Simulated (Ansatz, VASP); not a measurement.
One calculation of Bi2Se3, two programs

Contents of INCAR:

```
  PREC = Accurate
  ENCUT = 520
  EDIFF = 1E-8
  ISMEAR = -1
  SIGMA = 0.03
  LREAL = F
  LASPH = T
  NELM = 80
  ALGO = Normal
  ISIF = 2
  LWAVE = F
  LCHARG = F
  GGA = PE
  LEFG = T
  NBANDS = 32
```

File KPOINTS:

```
Automatic mesh
0
Gamma
  6 6 6
```

Contents of POSCAR:

```
Bi2Se3
1.0
    2.0575961980      1.1879537188      9.4812654522
   -2.0575961980      1.1879537188      9.4812654522
    0.0000000000     -2.3759074377      9.4812654522
Bi Se
2 3
Direct
    0.4008000000      0.4008000000      0.4008000000
    0.5992000000      0.5992000000      0.5992000000
    0.0000000000      0.0000000000      0.0000000000
    0.2117000000      0.2117000000      0.2117000000
    0.7883000000      0.7883000000      0.7883000000
```

Input for Ansatz:

```yaml
crystal:
  lattice:
    - [2.057596198, 1.1879537188, 9.4812654522]
    - [-2.057596198, 1.1879537188, 9.4812654522]
    - [0.0, -2.3759074377, 9.4812654522]
  atoms:
    - { symbol: Bi, position: [0.4008, 0.4008, 0.4008] }
    - { symbol: Bi, position: [0.5992, 0.5992, 0.5992] }
    - { symbol: Se, position: [0.0, 0.0, 0.0] }
    - { symbol: Se, position: [0.2117, 0.2117, 0.2117] }
    - { symbol: Se, position: [0.7883, 0.7883, 0.7883] }
kpoints:
  mp_grid: { grid: [6, 6, 6] }
scf:
  occupations: { method: fermi_dirac, width: 0.03 }
hamiltonian:
  xc: pbe
  pseudopotentials: { kind: all_electron, datasets: crystal }
output:
  forces: true
  stress: true
  eigenvalues: true
  efg: { contact_densities: true }
```

Change from the starting cell: volume scaled by 0.98, crystal datasets.

Alike in both runs: task electric field gradients; functional PBE; k mesh 6 × 6 × 6; occupations fermi-dirac, width 0.03 eV; no spin polarisation.

|  | VASP | Ansatz |
| --- | --- | --- |
| version | VASP 6.6.1 | Ansatz 0.2.0 |
| potentials or method | VASP PAW PBE potentials, release 64 (Bi_d, Se), cutoff 520 eV | all-electron PAW with datasets made for the crystal, scalar-relativistic |

VASP gave:

| Property | Result |
| --- | --- |
| pressure (GPa) | 4.0 |
| rms of the force components (eV/Å) | 0.159 |
| size of Vzz on the site where it differs most (V/Å²) | 73.8 |

Question: Which values does Ansatz return?

Answer: Pressure (GPa): 4.0; rms of the force components (eV/Å): 0.153; size of Vzz on the site where it differs most (V/Å²): 77.2.

Atom by atom the forces differ by 0.006 eV/Å (rms over components). Ansatz ran all-electron here, and VASP with PAW potentials.

Neither program's run includes spin-orbit coupling.
